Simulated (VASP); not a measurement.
Crystal: BN.

```
B N
1.0
     0.00000    3.30191    3.30191
     2.41198    0.00000    3.30191
     2.41198    3.30191    0.00000
B N
4 4
Direct
  0.09107 0.09107 0.40893
  0.40893 0.40893 0.09107
  0.15893 0.15893 0.84107
  0.84107 0.84107 0.15893
  0.15893 0.84107 0.15893
  0.84107 0.15893 0.84107
  0.09107 0.40893 0.09107
  0.40893 0.09107 0.40893
```

The cell was built from a structure type or drawn by symmetry, and may not be a known phase.

- Program: VASP 6.6.1
- Task: relaxation of cell and atoms
- Functional: PBE
- Potentials or basis: VASP PAW PBE potentials, release 64 (B, N)
- Cutoff: 600 eV
- k mesh: 6 × 6 × 6
- Occupations: gaussian, width 0.1 eV
- Spin: no spin polarisation

At the start: pressure 68.7 GPa; volume 6.57 Å³/atom.

Where does the relaxation end?

Over 12 steps the energy falls by 385.8 meV/atom and the volume is 7.59 Å³/atom (+15.4 %); space group Fddd (No. 70, to 0.1 Å) before and after.

The path:
| step | energy change (eV) | largest force (eV/Å) | pressure (GPa) | volume (Å³) |
| --- | --- | --- | --- | --- |
| 1 | 0.0000 | 6.5984 | 68.66 | 52.59 |
| 2 | 2.0107 | 3.2560 | -38.29 | 76.99 |
| 3 | -2.7058 | 1.8806 | 0.89 | 60.79 |
| 4 | -2.7492 | 1.8855 | 4.82 | 60.00 |
| 5 | -2.7584 | 1.8759 | 7.70 | 59.46 |
| 6 | -2.9533 | 0.3798 | -10.94 | 63.40 |
| 7 | -3.0423 | 0.3994 | -5.39 | 61.93 |
| 8 | -3.0722 | 0.3955 | 2.30 | 60.34 |
| 9 | -3.0778 | 0.2330 | 0.04 | 60.78 |
| 10 | -3.0854 | 0.0509 | 0.56 | 60.56 |
| 11 | -3.0854 | 0.0401 | 0.54 | 60.57 |
| 12 | -3.0865 | 0.0318 | -0.06 | 60.71 |

Final structure:
```yaml
crystal:
  lattice:
    - [0.00000, 3.43421, 3.52027]
    - [2.51074, 0.00000, 3.52027]
    - [2.51074, 3.43421, 0.00000]
  atoms:
    - { symbol: B, position: [0.09996, 0.09996, 0.40004] }
    - { symbol: B, position: [0.40004, 0.40004, 0.09996] }
    - { symbol: B, position: [0.15004, 0.15004, 0.84996] }
    - { symbol: B, position: [0.84996, 0.84996, 0.15004] }
    - { symbol: N, position: [0.17775, 0.82225, 0.17775] }
    - { symbol: N, position: [0.82225, 0.17775, 0.82225] }
    - { symbol: N, position: [0.07225, 0.42775, 0.07225] }
    - { symbol: N, position: [0.42775, 0.07225, 0.42775] }
```

Caveat: the volume moved by over 15 % at a fixed basis, so the end points are rough.
